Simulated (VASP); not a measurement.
Here is a VASP 6.6.1 calculation.

The input INCAR:

```
PREC     = Accurate       # precision mode
ENCUT    = 520            # plane-wave cutoff, eV
EDIFF    = 1E-8           # SCF threshold, eV
ISMEAR   = -1             # smearing method
SIGMA    = 0.03           # smearing width, eV
LREAL    = False          # projectors in reciprocal space
LASPH    = True           # aspherical terms in the spheres
NELM     = 60             # most SCF steps
ALGO     = Normal         # electronic algorithm
ISIF     = 2              # what is computed and relaxed
LWAVE    = False          # write WAVECAR
LCHARG   = False          # write CHGCAR
LEFG     = True         
NBANDS   = 16             # bands
```

The input KPOINTS:

```
regular mesh
0
Gamma
  8 8 8
```

File POSCAR:

```
CdSe
1.0
    0.0000000000      3.0496647307      3.0496647307
    3.0496647307      0.0000000000      3.0496647307
    3.0496647307      3.0496647307      0.0000000000
Cd Se
1 1
Direct
    0.0000000000      0.0000000000      0.0000000000
    0.2500000000      0.2500000000      0.2500000000
```

Potentials or basis: VASP PAW LDA potentials, release 64 (Cd, Se).

The run is started by

```bash
$ cat potpaw_LDA.64/Cd/POTCAR potpaw_LDA.64/Se/POTCAR > POTCAR
$ mpirun -np 1 vasp_std > vasp.out
```

Task: What does it give for the pressure?

Result: -2.0 GPa.

Task: Estimate the band gap on the k mesh.

Result: 0.35 eV, direct.

Caveat: without QUAD_EFG the Cq values of the log hold for a quadrupole moment of 1 mb, not for the nuclei.
